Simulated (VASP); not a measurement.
NaI, 2 atoms in the cell. Symmetry: Fm-3m, No. 225, cubic system. Conventional cell: a = 6.529 Å, b = 6.529 Å, c = 6.529 Å, α = 90.00°, β = 90.00°, γ = 90.00°. Na (site symmetry m-3m) has 6 I at 3.26 Å within 4.3 Å. I (site symmetry m-3m) has 6 Na at 3.26 Å within 4.3 Å. 

```yaml
Program: VASP 6.6.1
Task: density of states
Functional: PBE
Potentials_or_basis: VASP PAW PBE potentials, release 64 (Na_pv, I)
Cutoff: 520 eV
k_mesh: 6 × 6 × 6
Occupations: gaussian, width 0.02 eV
Spin: no spin polarisation
Dipole_correction: no
k_mesh_for_the_DOS: 9 × 9 × 9
Occupations_for_the_DOS: tetrahedron
Further_INCAR_settings: ALGO = Normal; EDIFF = 1e-07
```

Potentials or basis: VASP PAW PBE potentials, release 64 (Na_pv, I).

Run with:

```sh
$ cat potpaw_PBE.64/Na_pv/POTCAR potpaw_PBE.64/I/POTCAR > POTCAR
$ cp INCAR.step1 INCAR
$ cp KPOINTS.step1 KPOINTS
$ mpirun -np 1 vasp_std > vasp.out
$ cp INCAR.step2 INCAR
$ cp KPOINTS.step2 KPOINTS
$ mpirun -np 1 vasp_std > vasp.out
```

Hardware: 1 thread of Intel(R) Xeon(R) Platinum 8259CL CPU @ 2.50GHz (Skylake/Cascade Lake), with other jobs on the host.

Question: Estimate the wall time of this run.

Answer: Run time: 53 s on 1 thread of Intel(R) Xeon(R) Platinum 8259CL CPU @ 2.50GHz (Skylake/Cascade Lake), on a shared host, peak memory 0.21 GiB. Counts: k points 35.
